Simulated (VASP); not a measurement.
Crystal: Li4SiC2.

```xyz
7
Lattice="-4.4285 4.4285 1.3256 4.4285 -4.4285 1.3256 4.4285 4.4285 -1.3256" Properties=species:S:1:pos:R:3 pbc="T T T"
Li    4.4285    2.2361    0.0000
Li    2.2361    4.4285    0.0000
Li    2.1924    0.0000    1.3256
Li    0.0000    2.1924    1.3256
Si    0.0000    0.0000    0.0000
C     0.0000    4.4285    0.6628
C     4.4285    0.0000    0.6628
```

The cell was built from a structure type or drawn by symmetry, and may not be a known phase.

- Program: VASP 6.6.1
- Task: relaxation of cell and atoms
- Functional: PBE
- Potentials or basis: VASP PAW PBE potentials, release 64 (Li_sv, Si, C)
- Cutoff: 600 eV
- k mesh: 6 × 6 × 6
- Occupations: gaussian, width 0.1 eV
- Spin: no spin polarisation

At the start: pressure 0.2 GPa; volume 14.86 Å³/atom.

Problem. Where does the relaxation end?

Solution. Over 5 steps the energy falls by 6.9 meV/atom and the volume is 14.47 Å³/atom (-2.6 %); space group I4/mmm (No. 139, to 0.1 Å) before and after.

The path:
```csv
step,energy change (eV),largest force (eV/Å),pressure (GPa),volume (Å³)
1,0.0000,0.2318,0.24,103.99
2,-0.0296,0.1304,-1.44,104.30
3,-0.0297,0.1352,-1.38,104.29
4,-0.0445,0.0642,-0.62,102.49
5,-0.0481,0.0141,-0.08,101.27
```

Final structure:
```
Li Si C
1.0
    -4.34216    4.34216    1.34283
     4.34216   -4.34216    1.34283
     4.34216    4.34216   -1.34283
Li Si C
4 1 2
Direct
  0.25558 0.50000 0.75558
  0.50000 0.25558 0.75558
  0.50000 0.74442 0.24442
  0.74442 0.50000 0.24442
  0.00000 0.00000 0.00000
  0.75000 0.25000 0.50000
  0.25000 0.75000 0.50000
```

Caveat: the k points lie up to 0.41 Å⁻¹ apart in the final cell, too coarse for converged energies and pressures of a metal; the cutoff is under 1.25 times the usual one of these potentials, so pressure, stress and relaxed cells hold a basis-set (Pulay) error.
